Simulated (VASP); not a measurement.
# Ta (Im-3m) in VASP: single point with PBEsol

Aim: the single point of Ta with PBEsol.

Everything below comes from runs of VASP 6.6.1. Logs are shortened: lines on timing, memory, paths and dates and some standing lists are left out, and cuts for length are marked.

### 1 The cell of the first run

Symmetry: Im-3m, No. 229, cubic system. Conventional cell: a = 3.282 Å, b = 3.282 Å, c = 3.282 Å, α = 90.00°, β = 90.00°, γ = 90.00°. Within 3.7 Å of Ta (site symmetry m-3m) lie 14 Ta at 2.84 to 3.28 Å.

### 2 Single point, PBEsol

The input, INCAR:

```
SYSTEM = Ta
PREC = Accurate
ENCUT = 520
EDIFF = 1E-6
ISMEAR = -1
SIGMA = 0.05
LREAL = .False.
LASPH = .True.
NELM = 100
ALGO = Normal
ISIF = 2
LWAVE = .False.
LCHARG = .False.
GGA = PS
NBANDS = 24
```

The input, KPOINTS:

```
regular mesh
0
Gamma
  9 9 13
  0 0 0
```

The input, POSCAR:

```
Ta
1.0
    0.0000000000      3.2820482176     -3.2820482176
   -3.2820482176      0.0000000000      3.2820482176
    1.6410241088      1.6410241088      1.6410241088
Ta
3
Direct
    0.0000000000      0.0000000000      0.0000000000
    0.3333333330      0.6666666670      0.3333333330
    0.6666666670      0.3333333330      0.6666666670
```

Potentials or basis: VASP PAW PBE potentials, release 64 (Ta_pv).

Run with:

```console
cat potpaw_PBE.64/Ta_pv/POTCAR > POTCAR
mpirun -np 1 vasp_std > vasp.out
```

OUTCAR:

```text
SYSTEM = Ta
   PREC = Accurate
   ENCUT = 520
   EDIFF = 1E-6
   ISMEAR = -1
   LREAL = .False.
   LASPH = .True.
   NELM = 100
   ISIF = 2
   GGA = PS

 ion  position               nearest neighbor table
   1  0.000  0.000  0.000-   2 2.84   3 2.84   3 2.84   2 2.84   3 2.84   2 2.84   3 3.28   2 3.28
                             3 3.28   3 3.28   2 3.28   2 3.28
   2  0.333  0.667  0.333-   1 2.84   3 2.84   3 2.84   1 2.84   1 2.84   3 2.84   3 3.28   3 3.28
                             1 3.28   1 3.28   1 3.28   3 3.28
   3  0.667  0.333  0.667-   1 2.84   2 2.84   2 2.84   1 2.84   1 2.84   2 2.84   2 3.28   2 3.28
                             1 3.28   1 3.28   1 3.28   2 3.28

  LATTYP: Found a hexagonal cell.
 ALAT       =     4.6415171017
 C/A-ratio  =     0.6123724357

  Lattice vectors:

 A1 = (   0.0000000000,   3.2820482176,  -3.2820482176)
 A2 = (  -3.2820482176,   0.0000000000,   3.2820482176)
 A3 = (   1.6410241088,   1.6410241088,   1.6410241088)

Analysis of symmetry for initial positions (statically):
=====================================================================
 Subroutine PRICEL returns following result:

  LATTYP: Found a body centered cubic cell.
 ALAT       =     3.2820482154

  Lattice vectors:

 A1 = (  -1.6410241121,   1.6410241055,  -1.6410241055)
 A2 = (  -1.6410241072,  -1.6410241072,   1.6410241072)
 A3 = (   1.6410241088,   1.6410241088,   1.6410241088)

   3 primitive cells build up your supercell.

 Routine SETGRP: Setting up the symmetry group for a
 hexagonal supercell.

 Subroutine GETGRP returns: Found 12 space group operations
 (whereof 12 operations were pure point group operations)
 out of a pool of 24 trial point group operations.

The static configuration has the point symmetry D_3d.

Analysis of symmetry for dynamics (positions and initial velocities):
=====================================================================
 Subroutine PRICEL returns following result:

  LATTYP: Found a body centered cubic cell.
 ALAT       =     3.2820482154

  Lattice vectors:

 A1 = (  -1.6410241121,   1.6410241055,  -1.6410241055)
 A2 = (  -1.6410241072,  -1.6410241072,   1.6410241072)
 A3 = (   1.6410241088,   1.6410241088,   1.6410241088)

   3 primitive cells build up your supercell.

 Routine SETGRP: Setting up the symmetry group for a
 hexagonal supercell.

 Subroutine GETGRP returns: Found 12 space group operations
 (whereof 12 operations were pure point group operations)
 out of a pool of 24 trial point group operations.

The dynamic configuration has the point symmetry D_3d.

 Subroutine INISYM returns: Found 12 space group operations
 (whereof 12 operations are pure point group operations),
 and found     3 'primitive' translations

----------------------------------------------------------------------------------------

                                     Primitive cell

  volume of cell :      17.6768

  direct lattice vectors                    reciprocal lattice vectors
    -1.641024112  1.641024106 -1.641024106    -0.304687784  0.304687784  0.000000000
    -1.641024107 -1.641024107  1.641024107    -0.304687784 -0.000000001  0.304687785
     1.641024109  1.641024109  1.641024109     0.000000000  0.304687784  0.304687784

  length of vectors
     2.842337131  2.842337130  2.842337133     0.430893597  0.430893597  0.430893597

  position of ions in fractional coordinates (direct lattice)
     0.000000000  0.000000000  0.000000000

  ion indices of the primitive-cell ions
   primitive index   ion index
                 1           1

----------------------------------------------------------------------------------------

 KPOINTS: regular mesh

Automatic generation of k-mesh.
 Grid dimensions read from file:
 generate k-points for:    9    9   13

 Generating k-lattice:

  Cartesian coordinates                     Fractional coordinates (reciprocal lattice)
    -0.011284733  0.022569466 -0.011284733     0.111111111  0.000000000  0.000000000
    -0.022569466  0.011284733  0.011284733     0.000000000  0.111111111  0.000000000
     0.015625015  0.015625015  0.015625015     0.000000000  0.000000000  0.076923077

  Length of vectors
     0.027641837  0.027641837  0.027063319

  Shift w.r.t. Gamma in fractional coordinates (k-lattice)
     0.000000000  0.000000000  0.000000000

 Subroutine IBZKPT returns following result:
 ===========================================

 Found    126 irreducible k-points:

 Following reciprocal coordinates:
            Coordinates               Weight
  0.000000  0.000000  0.000000      1.000000
  0.111111  0.000000  0.000000      6.000000
  0.222222  0.000000  0.000000      6.000000
  0.333333  0.000000  0.000000      6.000000
  0.444444  0.000000  0.000000      6.000000
  0.111111  0.111111  0.000000      6.000000
[... 16 lines left out ...]
  0.222222  0.111111  0.076923     12.000000
 -0.111111  0.333333  0.076923     12.000000
 [... further k-points ...]
   k-points           NKPTS =    126   k-points in BZ     NKDIM =    126   number of bands    NBANDS=     24
   number of dos      NEDOS =    301   number of ions     NIONS =      3
   total plane-waves  NPLWV =  31104
   dimension x,y,z NGX =    36 NGY =   36 NGZ =   24
   dimension x,y,z NGXF=    72 NGYF=   72 NGZF=   48
   ions per type =               3
   NGX,Y,Z   is equivalent  to a cutoff of  12.89, 12.89, 14.04 a.u.
   NGXF,Y,Z  is equivalent  to a cutoff of  25.79, 25.79, 28.07 a.u.
 SYSTEM =  Ta
   PREC   = accura    normal or accurate (medium, high low for compatibility)
   ISTART =      0    job   : 0-new  1-cont  2-samecut
   ICHARG =      2    charge: 1-file 2-atom 10-const
   ISPIN  =      1    spin polarized calculation?
   LNONCOLLINEAR =      F non collinear calculations
   LSORBIT =      F    spin-orbit coupling
   LASPH  =      T    aspherical Exc in radial PAW
   ENCUT  =  520.0 eV  38.22 Ry    6.18 a.u.   8.63  8.63  5.28*2*pi/ulx,y,z
   NELM   =    100;   NELMIN=  2; NELMDL= -5     # of ELM steps
   EDIFF  = 0.1E-05   stopping-criterion for ELM
   LREAL  =      F    real-space projection
   EDIFFG = 0.1E-04   stopping-criterion for IOM
   NSW    =      0    number of steps for IOM
   IBRION =     -1    ionic relax: 0-MD 1-quasi-New 2-CG
   NFREE  =      0    steps in history (QN), initial steepest desc. (CG)
   ISIF   =      2    stress and relaxation
   ISYM   =      2    0-nonsym 1-usesym 2-fastsym
   POTIM  = 0.5000    time-step for ionic-motion
   TEBEG  =    0.0;   TEEND  =   0.0 temperature during run
   PSTRESS=    0.0 pullay stress
   NELECT =      33.0000    total number of electrons
   NUPDOWN=      -1.0000    fix difference up-down
   EMIN   =  10.00;   EMAX   =-10.00  energy-range for DOS
   EFERMI =   0.00;   METHOD = LEGACY
   ISMEAR =    -1;   SIGMA  =   0.05  broadening in eV -4-tet -1-fermi 0-gaus
   EFERMI_NEDOS =   21; number of points for ismear=-14 and -15
   IALGO  =     38    algorithm
   IMIX   =      4    mixing-type and parameters
     AMIX     =   0.40;   BMIX     =  1.00
     AMIX_MAG =   1.60;   BMIX_MAG =  1.00
  volume/ion in A,a.u.               =      17.68       119.29
  Fermi-wavevector in a.u.,A,eV,Ry     =   1.397668  2.641210 26.578662  1.953477
  Thomas-Fermi vector in A             =   2.520902
   LORBIT       =      0    0 simple, 1 ext, 2 COOP (PROOUT), +10 PAW based schemes
   GGA     = PS    functional components
   LHFCALC =     F    Hartree Fock is set to
   AEXX    =    0.0000 exact exchange contribution
   IVDW    =     0    specifies the selected vdW correction
   LEPSILON=     F    determine dielectric tensor
   LRPA    =     F    only Hartree local field effects (RPA)
 non-spin polarized calculation
  energy-cutoff  :      520.00
  volume of cell :       53.03
 maximum number of plane-waves:      1447
 NGX is ok and might be reduce to    36
   NGX = 17   NGY = 17   NGZ = 11

 number of electron      33.0000000 magnetization

 Free energy of the ion-electron system (eV)
  ---------------------------------------------------
  ext. energy  EPLUGINS =         0.00000000
  ---------------------------------------------------
  free energy    TOTEN  =       -37.67107151 eV

  energy without entropy =      -37.63967621  energy(sigma->0) =      -37.65537386

 E-fermi :   5.4515     XC(G=0): -12.8249

 val. band max:        5.4514498909   @ k =  -0.1111   0.3333   0.1538
 cond. band min:       5.4517867653   @ k =   0.0000   0.2222   0.1538
 fundamental gap:      0.0003368744
 Fermi energy:         5.4514640600

 k-point     1 :       0.0000    0.0000    0.0000
  band No.  band energies     occupation
      1     -28.3521      2.00000
      2     -28.3521      2.00000
      3     -28.3521      2.00000
      4     -28.3521      2.00000
      5     -27.6387      2.00000
      6     -27.6387      2.00000
[... 16 lines left out ...]
     23      10.0990      0.00000
     24      10.0990      0.00000

 k-point     2 :       0.1111    0.0000    0.0000
  band No.  band energies     occupation
      1     -28.4898      2.00000
      2     -28.4698      2.00000
      3     -28.2014      2.00000
      4     -28.1915      2.00000
      5     -27.6324      2.00000
      6     -27.6301      2.00000
[... 16 lines left out ...]
     23       9.6566      0.00000
     24      10.3245      0.00000

 k-point     3 :       0.2222    0.0000    0.0000
  band No.  band energies     occupation
      1     -28.6040      2.00000
      2     -28.5126      2.00000
      3     -28.0488      2.00000
      4     -28.0360      2.00000
      5     -27.6887      2.00000
      6     -27.6166      2.00000
[... 16 lines left out ...]
     23       9.6037      0.00000
     24      10.3621      0.00000
[... 514 lines left out ...]
 k-point    23 :       0.2222    0.1111    0.0769
  band No.  band energies     occupation
      1     -28.6237      2.00000
      2     -28.5226      2.00000
      3     -27.9841      2.00000
      4     -27.9150      2.00000
      5     -27.8202      2.00000
      6     -27.6347      2.00000
[... 16 lines left out ...]
     23      10.0439      0.00000
     24      10.4017      0.00000

 k-point    24 :      -0.1111    0.3333    0.0769
  band No.  band energies     occupation
      1     -28.5967      2.00000
      2     -28.5249      2.00000
      3     -27.9945      2.00000
      4     -27.9481      2.00000
      5     -27.8698      2.00000
      6     -27.6347      2.00000
[... 16 lines left out ...]
     23       9.7511      0.00000
     24      10.4747      0.00000

 [... further k-points ...]
[... 5 lines left out ...]
  --------------------------------------------------------------------------------------
  -------------------------------------------------------------------------------------
  Total        0.0433206      0.0433206      0.0433206      0.0038109      0.0038109      0.0038109
  in kB        1.3088173      1.3088173      1.3088173      0.1151363      0.1151363      0.1151363
  external PRESSURE =       1.3088173 kB  Pullay stress =       0.0000000 kB

 VOLUME and BASIS-vectors are now :
 -----------------------------------------------------------------------------
  energy-cutoff  :      520.00
  volume of cell :       53.03
      direct lattice vectors                 reciprocal lattice vectors
     0.000000000  3.282048218 -3.282048218    -0.101562595  0.203125190 -0.101562595
    -3.282048218  0.000000000  3.282048218    -0.203125190  0.101562595  0.101562595
     1.641024109  1.641024109  1.641024109     0.203125190  0.203125190  0.203125190

 POSITION                                       TOTAL-FORCE (eV/Angst)
 -----------------------------------------------------------------------------------
      0.00000      0.00000      0.00000        -0.000000     -0.000000      0.000000
     -1.64102      1.64102      1.64102         0.000000     -0.000000     -0.000000
      0.00000      3.28205     -0.00000         0.000000      0.000000     -0.000000
 -----------------------------------------------------------------------------------
    total drift:                               -0.000000     -0.000000      0.000000

  FREE ENERGIE OF THE ION-ELECTRON SYSTEM (eV)
  ---------------------------------------------------
  free  energy   TOTEN  =       -37.6710715078 eV

  energy  without entropy=      -37.6396762141  energy(sigma->0) =      -37.65537386
```

Wall time 1.8 min (1 thread of Intel Xeon Platinum 8488C (Sapphire Rapids), shared host); peak memory 0.25 GiB.

Results:

* Free energy: -37.6711 eV
* Pressure: 0.1 GPa

Caveat: the PAW data sets were made with another functional, which shifts forces and pressure a little; spin-orbit coupling is left out, which moves the levels of the heavy elements.
